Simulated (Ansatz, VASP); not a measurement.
One calculation of Bi, two programs

File INCAR:

```
PREC = Accurate
ENCUT = 520
EDIFF = 1E-7
ISMEAR = -1
SIGMA = 0.1
LREAL = False
LASPH = True
NELM = 60
ALGO = Normal
ISIF = 2
LWAVE = False
LCHARG = True
GGA = RE
LELF = True
LVHAR = True
NBANDS = 14
```

The input KPOINTS:

```
Automatic mesh
0
Gamma
  11 11 11
```

File POSCAR:

```
Bi
1.0
    3.2560135305      0.0000000000      0.0000000000
    0.0000000000      3.2560135305      0.0000000000
    0.0000000000      0.0000000000      3.2560135305
Bi
1
Direct
    0.0000000000      0.0000000000      0.0000000000
```

Input for Ansatz:

```yaml
crystal:
  lattice:
    - [3.2560135305, 0.0, 0.0]
    - [0.0, 3.2560135305, 0.0]
    - [0.0, 0.0, 3.2560135305]
  atoms:
    - { symbol: Bi, position: [0.0, 0.0, 0.0] }
hamiltonian:
  xc: revpbe
  pseudopotentials:
    kind: paw
    azcp:
      Bi: "pseudopotentials/Bi.paw.azcp"
basis:
  ecutwfc: 420
  fft_grid_basis: typed
kpoints:
  mp_grid: { grid: [11, 11, 11], shift: [0, 0, 0] }
magnetization:
  spin_polarized: false
scf:
  occupations: { method: fermi_dirac, width: 0.1 }
  lower_state_search: "off"
output:
  stress: true
```

Alike in both runs: task single point; functional revPBE; k mesh 11 × 11 × 11; occupations fermi-dirac, width 0.1 eV; no spin polarisation.

```csv
,VASP,Ansatz
version,VASP 6.6.1,Ansatz 0.2.0
potentials or method,"VASP PAW PBE potentials, release 64 (Bi_d), cutoff 520 eV","plane waves (420 eV) with PAW, scalar-relativistic"
valence electrons in the cell,15,15
```

|  | VASP | Ansatz | Ansatz less VASP |
| --- | --- | --- | --- |
| pressure (GPa) | 1.9 | 2.0 | +0.06 |

VASP's potentials were made for PBE, not for revPBE.

Spin-orbit coupling is off throughout.
